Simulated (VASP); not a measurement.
# Pt (I4/mmm) in VASP: notebook

Pt is run at these levels: r2SCAN; tasks: single point.

All numbers are computed with VASP 6.6.1; they aren't measurements. Logs are shortened: lines on timing, memory, paths and dates and some standing lists are left out, and cuts for length are marked.

## Step 1: The cell of the first run

Symmetry: I4/mmm, No. 139, tetragonal system. Conventional cell: a = 3.442 Å, b = 3.442 Å, c = 2.685 Å, α = 90.00°, β = 90.00°, γ = 90.00°. Within 3.5 Å of Pt (site symmetry 4/mmm) lie 14 Pt at 2.68 to 3.44 Å.

## Step 2: Single point, r2SCAN

POSCAR

```
Pt
1.0
   -1.7210122338      1.7210122338      1.3423895424
    1.7210122338     -1.7210122338      1.3423895424
    1.7210122338      1.7210122338     -1.3423895424
Pt
1
Direct
    0.0000000000      0.0000000000      0.0000000000
```

INCAR.step1

```
SYSTEM = Pt
PREC = Accurate ; ENCUT = 520
ISMEAR = 0 ; SIGMA = 0.15
LREAL = .False. ; LASPH = .True.
NELM = 60 ; NBANDS = 11
GGA = PE ; ALGO = Normal
EDIFF = 1E-4 ; LWAVE = .True.
LCHARG = .False.
```

INCAR.step2

```
SYSTEM = Pt
PREC = Accurate ; ENCUT = 520
EDIFF = 1E-7 ; ISMEAR = 0
SIGMA = 0.15 ; LREAL = .False.
LASPH = .True. ; NELM = 60
ALGO = Normal ; ISIF = 2
LWAVE = .False. ; LCHARG = .False.
METAGGA = R2SCAN ; LMIXTAU = .True.
NBANDS = 11 ; ISTART = 1
```

KPOINTS

```
Automatic mesh
0
Gamma
  24 24 24
  0 0 0
```

Potentials or basis: VASP PAW PBE potentials, release 64 (Pt).

The run is started by

```sh
> cat potpaw_PBE.64/Pt/POTCAR > POTCAR
> cp INCAR.step1 INCAR
> mpirun -np 1 vasp_std > vasp.out
> cp INCAR.step2 INCAR
> mpirun -np 1 vasp_std > vasp.out
```

OUTCAR:

```text
SYSTEM = Pt
   PREC = Accurate
   ENCUT = 520
   EDIFF = 1E-7
   ISMEAR = 0
   LREAL = .False.
   LASPH = .True.
   NELM = 60
   ISIF = 2
   METAGGA = R2SCAN
   ISTART = 1

 ion  position               nearest neighbor table
   1  0.000  0.000  0.000-

  LATTYP: Found a body centered tetragonal cell.
 ALAT       =     3.4420244676
 C/A-ratio  =     0.7800000000

  Lattice vectors:

 A1 = (  -1.7210122338,   1.7210122338,   1.3423895424)
 A2 = (   1.7210122338,  -1.7210122338,   1.3423895424)
 A3 = (   1.7210122338,   1.7210122338,  -1.3423895424)

Analysis of symmetry for initial positions (statically):
=====================================================================
 Subroutine PRICEL returns:
 Original cell was already a primitive cell.

 Routine SETGRP: Setting up the symmetry group for a
 body centered tetragonal supercell.

 Subroutine GETGRP returns: Found 16 space group operations
 (whereof 16 operations were pure point group operations)
 out of a pool of 16 trial point group operations.

The static configuration has the point symmetry D_4h.

Analysis of symmetry for dynamics (positions and initial velocities):
=====================================================================
 Subroutine PRICEL returns:
 Original cell was already a primitive cell.

 Routine SETGRP: Setting up the symmetry group for a
 body centered tetragonal supercell.

 Subroutine GETGRP returns: Found 16 space group operations
 (whereof 16 operations were pure point group operations)
 out of a pool of 16 trial point group operations.

The dynamic configuration has the point symmetry D_4h.

 Subroutine INISYM returns: Found 16 space group operations
 (whereof 16 operations are pure point group operations),
 and found     1 'primitive' translations

----------------------------------------------------------------------------------------

                                     Primitive cell

  volume of cell :      15.9040

  direct lattice vectors                    reciprocal lattice vectors
    -1.721012234  1.721012234  1.342389542     0.000000000  0.290526697  0.372470125
     1.721012234 -1.721012234  1.342389542     0.290526697  0.000000000  0.372470125
     1.721012234  1.721012234 -1.342389542     0.290526697  0.290526697  0.000000000

  length of vectors
     2.779528000  2.779528000  2.779528000     0.472376709  0.472376709  0.410866795

  position of ions in fractional coordinates (direct lattice)
     0.000000000  0.000000000  0.000000000

  ion indices of the primitive-cell ions
   primitive index   ion index
[... 81 lines left out ...]
   POTIM  = 0.5000    time-step for ionic-motion
   TEBEG  =    0.0;   TEEND  =   0.0 temperature during run
   PSTRESS=    0.0 pullay stress
   NELECT =      10.0000    total number of electrons
   NUPDOWN=      -1.0000    fix difference up-down
   EMIN   =  10.00;   EMAX   =-10.00  energy-range for DOS
   EFERMI =   0.00;   METHOD = LEGACY
   ISMEAR =     0;   SIGMA  =   0.15  broadening in eV -4-tet -1-fermi 0-gaus
   EFERMI_NEDOS =   21; number of points for ismear=-14 and -15
   IALGO  =     38    algorithm
   IMIX   =      4    mixing-type and parameters
     AMIX     =   0.40;   BMIX     =  1.00
     AMIX_MAG =   1.60;   BMIX_MAG =  1.00
  volume/ion in A,a.u.               =      15.90       107.33
  Fermi-wavevector in a.u.,A,eV,Ry     =   1.402510  2.650360 26.763132  1.967035
  Thomas-Fermi vector in A             =   2.525265
   LORBIT       =      0    0 simple, 1 ext, 2 COOP (PROOUT), +10 PAW based schemes
   METAGGA = R2SCAN    functional components
   LHFCALC =     F    Hartree Fock is set to
   AEXX    =    0.0000 exact exchange contribution
   IVDW    =     0    specifies the selected vdW correction
   LEPSILON=     F    determine dielectric tensor
   LRPA    =     F    only Hartree local field effects (RPA)
 non-spin polarized calculation
 Gauss-broadening in eV      SIGMA  =   0.15
  energy-cutoff  :      520.00
  volume of cell :       15.90
 maximum number of plane-waves:       445
 NGX is ok and might be reduce to    24
   NGX = 11   NGY = 11   NGZ = 11

 number of electron      10.0000000 magnetization

 Free energy of the ion-electron system (eV)
  ---------------------------------------------------
  ext. energy  EPLUGINS =         0.00000000
  ---------------------------------------------------
  free energy    TOTEN  =       -51.49599914 eV

  energy without entropy =      -51.48249690  energy(sigma->0) =      -51.48924802

 E-fermi :  10.0192     XC(G=0): -14.2174

 val. band max:       10.0191010021   @ k =  -0.4583   0.5000   0.3750
 cond. band min:      10.0270179379   @ k =  -0.2500  -0.4167   0.0833
 fundamental gap:      0.0079169359
 Fermi energy:        10.0191540416

 k-point     1 :       0.0000    0.0000    0.0000
  band No.  band energies     occupation
      1       0.1431      2.00000
      2       5.0719      2.00000
      3       6.5067      2.00000
      4       7.4521      2.00000
      5       7.4521      2.00000
      6       9.5523      1.99999
      7      26.1964      0.00000
      8      26.1964      0.00000
      9      32.5807      0.00000
     10      35.7102      0.00000
     11      35.7102      0.00000
[... 309 lines left out ...]
 k-point    24 :       0.4583    0.0417   -0.0000
  band No.  band energies     occupation
      1       3.2336      2.00000
      2       4.2275      2.00000
      3       8.2668      2.00000
      4       9.9824      1.27100
      5      10.5089      0.00000
      6      11.6228      0.00000
      7      17.7184      0.00000
      8      23.3038      0.00000
      9      24.4632      0.00000
     10      33.4541      0.00000
     11      34.0985      0.00000

 [... further k-points ...]

------------------------ aborting loop because EDIFF is reached ----------------------------------------

  FORCE on cell =-STRESS in cart. coord.  units (eV):
  Direction    XX          YY          ZZ          XY          YZ          ZX
  --------------------------------------------------------------------------------------
  -------------------------------------------------------------------------------------
  Total       -0.7234710     -0.7234710     -0.0310492      0.0000000      0.0000000     -0.0000000
  in kB      -72.8828362    -72.8828362     -3.1279161      0.0000000      0.0000000     -0.0000000
  external PRESSURE =     -49.6311962 kB  Pullay stress =       0.0000000 kB

 VOLUME and BASIS-vectors are now :
 -----------------------------------------------------------------------------
  energy-cutoff  :      520.00
  volume of cell :       15.90
      direct lattice vectors                 reciprocal lattice vectors
    -1.721012234  1.721012234  1.342389542     0.000000000  0.290526697  0.372470125
     1.721012234 -1.721012234  1.342389542     0.290526697  0.000000000  0.372470125
     1.721012234  1.721012234 -1.342389542     0.290526697  0.290526697  0.000000000

 POSITION                                       TOTAL-FORCE (eV/Angst)
 -----------------------------------------------------------------------------------
      0.00000      0.00000      0.00000        -0.000000      0.000000      0.000000
 -----------------------------------------------------------------------------------
    total drift:                               -0.000000      0.000000      0.000000

  FREE ENERGIE OF THE ION-ELECTRON SYSTEM (eV)
  ---------------------------------------------------
  free  energy   TOTEN  =       -51.4959991380 eV

  energy  without entropy=      -51.4824968962  energy(sigma->0) =      -51.48924802
```

OSZICAR.step1:

```text
N       E                     dE             d eps       ncg     rms          rms(c)
DAV:   1     0.394442239734E+02    0.39444E+02   -0.53231E+03 23997   0.839E+02
DAV:   2    -0.588829215083E+01   -0.45333E+02   -0.43379E+02 26764   0.175E+02
DAV:   3    -0.649890014097E+01   -0.61061E+00   -0.60752E+00 27622   0.193E+01
DAV:   4    -0.650141909113E+01   -0.25190E-02   -0.25188E-02 26985   0.146E+00
DAV:   5    -0.650144066453E+01   -0.21573E-04   -0.21572E-04 27589   0.126E-01    0.109E+01
DAV:   6    -0.612509608428E+01    0.37634E+00   -0.95250E-01 25504   0.750E+00    0.572E+00
DAV:   7    -0.609185397408E+01    0.33242E-01   -0.12255E-01 27111   0.263E+00    0.247E+00
DAV:   8    -0.608874720240E+01    0.31068E-02   -0.46314E-03 25966   0.579E-01    0.519E-01
DAV:   9    -0.608854543514E+01    0.20177E-03   -0.15123E-04 24732   0.107E-01    0.441E-02
DAV:  10    -0.608855200602E+01   -0.65709E-05   -0.61781E-06 12620   0.190E-02
   1 F= -.60885520E+01 E0= -.60815179E+01  d E =-.140681E-01
```

Wall time 9.2 min (1 thread of AMD EPYC 9R45 (Zen 5), shared host); peak memory 0.28 GiB.

Results:

* Free energy: -51.4960 eV
* Pressure: -5.0 GPa
* Band gap on the k mesh: zero (bands 5 and 6 overlap by 2.19 eV)

Caveat: the stress differs along the axes, from -7 to -0 GPa; the PAW data sets were made with another functional, which shifts forces and pressure a little; spin-orbit coupling is left out, which moves the levels of the heavy elements.

## Step 3: Single point, r2SCAN

POSCAR

```
Pt
1.0
   -1.4515579354      1.4515579354      1.8870253160
    1.4515579354     -1.4515579354      1.8870253160
    1.4515579354      1.4515579354     -1.8870253160
Pt
1
Direct
    0.0000000000      0.0000000000      0.0000000000
```

INCAR.step1 is that of step 2.

INCAR.step2: that of step 2 with these lines changed.

```diff
@@ -2,3 +2,3 @@
 PREC = Accurate ; ENCUT = 520
-EDIFF = 1E-7 ; ISMEAR = 0
+EDIFF = 1E-6 ; ISMEAR = 0
 SIGMA = 0.15 ; LREAL = .False.
```

KPOINTS

```
regular mesh
0
Gamma
  24 24 24
  0 0 0
```

Potentials or basis: VASP PAW PBE potentials, release 64 (Pt).

The run is started by

```sh
> cat potpaw_PBE.64/Pt/POTCAR > POTCAR
> cp INCAR.step1 INCAR
> mpirun -np 1 vasp_std > vasp.out
> cp INCAR.step2 INCAR
> mpirun -np 1 vasp_std > vasp.out
```

It took 8.7 min on 1 thread of AMD EPYC 9R45 (Zen 5), shared host; peak memory 0.27 GiB.

The run converged. Its results:

```yaml
Free_energy: -51.4810 eV
Pressure: -8.4 GPa
Band_gap_on_the_k_mesh: zero (bands 5 and 6 overlap by 2.54 eV)
```

Stress tensor (GPa, compression positive):
```
-9.80  0.00  0.00
 0.00 -9.80  0.00
 0.00  0.00 -5.68
```

Levels at points of the mesh, in eV from the Fermi level:
| k point | band 3 | band 4 | band 5 | band 6 | band 7 | band 8 |
| --- | --- | --- | --- | --- | --- | --- |
| (0.00, 0.00, 0.00) | -3.80 | -2.93 | -2.10 | -1.13 | 15.79 | 19.86 |
| (0.50, 0.00, 0.00) | -3.16 | -0.22 | -0.01 | 0.32 | 5.84 | 15.11 |
| (0.50, 0.50, 0.00) | -0.11 | 0.10 | 0.82 | 1.59 | 8.13 | 12.25 |
| (0.50, 0.50, 0.50) | -0.01 | 0.54 | 0.54 | 3.24 | 10.27 | 10.87 |

Caveat: the cell stands under tension; the PAW data sets were made with another functional, which shifts forces and pressure a little; spin-orbit coupling is left out, which moves the levels of the heavy elements.

## Step 4: Single point, r2SCAN

POSCAR

```
Pt
1.0
   -1.6288692172      1.6288692172      1.4985596798
    1.6288692172     -1.6288692172      1.4985596798
    1.6288692172      1.6288692172     -1.4985596798
Pt
1
Direct
    0.0000000000      0.0000000000      0.0000000000
```

INCAR.step1

```
SYSTEM = Pt
PREC = Accurate
ENCUT = 520
ISMEAR = 0
SIGMA = 0.15
LREAL = .FALSE.
LASPH = .TRUE.
NELM = 100
NBANDS = 11
GGA = PE
ALGO = Normal
EDIFF = 1E-4
LWAVE = .TRUE.
LCHARG = .FALSE.
```

INCAR.step2

```
SYSTEM = Pt
PREC = Accurate
ENCUT = 520
EDIFF = 1E-6
ISMEAR = 0
SIGMA = 0.15
LREAL = .FALSE.
LASPH = .TRUE.
NELM = 100
ALGO = Normal
ISIF = 2
LWAVE = .FALSE.
LCHARG = .TRUE.
METAGGA = R2SCAN
LMIXTAU = .TRUE.
LELF = .TRUE.
LVHAR = .TRUE.
NBANDS = 11
ISTART = 1
```

KPOINTS

```
regular mesh
0
G
  24 24 24
  0 0 0
```

The run is started by

```sh
> cat potpaw_PBE.64/Pt/POTCAR > POTCAR
> cp INCAR.step1 INCAR
> mpirun -np 1 vasp_std > vasp.out
> cp INCAR.step2 INCAR
> mpirun -np 1 vasp_std > vasp.out
```

Run time: 5.6 min. Hardware: 1 thread of AMD EPYC 9R45 (Zen 5), shared host; peak memory 0.25 GiB.

The run converged. Its results:

| Property | Result |
| --- | --- |
| Free energy | -51.4253 eV |
| Pressure | -6.3 GPa |
| Band gap on the k mesh | zero (bands 5 and 6 overlap by 2.28 eV) |

Stress tensor (GPa, compression positive):
```
 -3.81   0.00   0.00
  0.00  -3.81   0.00
  0.00   0.00 -11.41
```

Levels at points of the mesh, in eV from the Fermi level:
```
           k point  band 3  band 4  band 5  band 6  band 7  band 8
(0.00, 0.00, 0.00)   -3.33   -3.33   -1.70   -0.76   17.48   17.48
(0.50, 0.00, 0.00)   -1.32   -0.37    0.63    1.02    6.80   13.73
(0.50, 0.50, 0.00)   -1.96   -1.11    0.10    0.90    6.01   14.75
(0.50, 0.50, 0.50)    0.41    0.41    0.68    7.18    7.18    9.90
```

Caveat: the stress differs along the axes, from -11 to -4 GPa; the PAW data sets were made with another functional, which shifts forces and pressure a little; spin-orbit coupling is left out, which moves the levels of the heavy elements.

## Step 5: Single point, r2SCAN

POSCAR

```
Pt
1.0
   -1.5346803414      1.5346803414      1.6881483755
    1.5346803414     -1.5346803414      1.6881483755
    1.5346803414      1.5346803414     -1.6881483755
Pt
1
Direct
    0.0000000000      0.0000000000      0.0000000000
```

INCAR.step1

```
PREC     = Accurate       # precision mode
ENCUT    = 520            # plane-wave cutoff, eV
ISMEAR   = 0              # smearing method
SIGMA    = 0.15           # smearing width, eV
LREAL    = False          # projectors in reciprocal space
LASPH    = True           # aspherical terms in the spheres
NELM     = 80             # most SCF steps
NBANDS   = 11             # bands
GGA      = PE             # functional
ALGO     = Normal         # electronic algorithm
EDIFF    = 1E-4           # SCF threshold, eV
LWAVE    = True           # write WAVECAR
LCHARG   = False          # write CHGCAR
```

INCAR.step2

```
PREC     = Accurate       # precision mode
ENCUT    = 520            # plane-wave cutoff, eV
EDIFF    = 1E-6           # SCF threshold, eV
ISMEAR   = 0              # smearing method
SIGMA    = 0.15           # smearing width, eV
LREAL    = False          # projectors in reciprocal space
LASPH    = True           # aspherical terms in the spheres
NELM     = 80             # most SCF steps
ALGO     = Normal         # electronic algorithm
ISIF     = 2              # what is computed and relaxed
LWAVE    = False          # write WAVECAR
LCHARG   = True           # write CHGCAR
METAGGA  = R2SCAN         # meta-GGA
LMIXTAU  = True         
LELF     = True           # ELF
LVHAR    = True         
NBANDS   = 11             # bands
ISTART   = 1
```

KPOINTS

```
Automatic mesh
0
Gamma
  24 24 24
```

The run is started by

```sh
> cat potpaw_PBE.64/Pt/POTCAR > POTCAR
> cp INCAR.step1 INCAR
> mpirun -np 1 vasp_std > vasp.out
> cp INCAR.step2 INCAR
> mpirun -np 1 vasp_std > vasp.out
```

Run time: 5.3 min. Hardware: 1 thread of AMD EPYC 9R45 (Zen 5), shared host; peak memory 0.26 GiB.

It converged, with:

```
Free energy            : -51.4245 eV
Pressure               : -6.5 GPa
Band gap on the k mesh : zero (bands 5 and 6 overlap by 2.22 eV)
```

Stress tensor (GPa, compression positive):
```
-8.26  0.00  0.00
 0.00 -8.26  0.00
 0.00  0.00 -2.98
```

Levels at points of the mesh, in eV from the Fermi level:
```
           k point  band 2  band 3  band 4  band 5  band 6  band 7  band 8  band 9
(0.00, 0.00, 0.00)   -3.80   -3.80   -3.05   -1.68   -0.81   16.94   18.72   18.72
(0.50, 0.00, 0.00)   -4.73   -1.93   -0.68    0.26    0.90    6.26   14.45   17.33
(0.50, 0.50, 0.00)   -5.58   -0.68   -0.49    0.85    1.12    7.11   13.33   14.99
(0.50, 0.50, 0.50)   -6.25    0.32    0.60    0.60    6.15    9.08    9.08   12.85
```

Caveat: the stress differs along the axes, from -8 to -3 GPa; the PAW data sets were made with another functional, which shifts forces and pressure a little; spin-orbit coupling is left out, which moves the levels of the heavy elements.

## Step 6: Overview

| cell | gap on the mesh (eV) | pressure (GPa) |
| --- | --- | --- |
| a = 2.780 Å, angles 103.5, 103.5, 122.2°, 1 atom | none | -5.0 |
| a = 2.788 Å, angles 117.3, 117.3, 94.8°, 1 atom | none | -8.4 |
| a = 2.748 Å, angles 107.3, 107.3, 113.9°, 1 atom | none | -6.3 |
| a = 2.750 Å, angles 112.1, 112.1, 104.2°, 1 atom | none | -6.5 |

Alike in all rows: task single point; level r2SCAN; potentials or basis VASP PAW PBE potentials, release 64 (Pt); no spin polarisation; k mesh 24 × 24 × 24; cutoff (eV) 520; smearing gaussian 0.15 eV.

Caveats: the PAW data sets were made with another functional, which shifts forces and pressure a little; spin-orbit coupling is left out, which moves the levels of the heavy elements; the stress differs along the axes, from -7 to -0 GPa (at least some runs); the cell stands under tension (at least some runs); the stress differs along the axes, from -11 to -4 GPa (at least some runs); the stress differs along the axes, from -8 to -3 GPa (at least some runs).

Absolute energies hang on the potentials; compare differences alone.
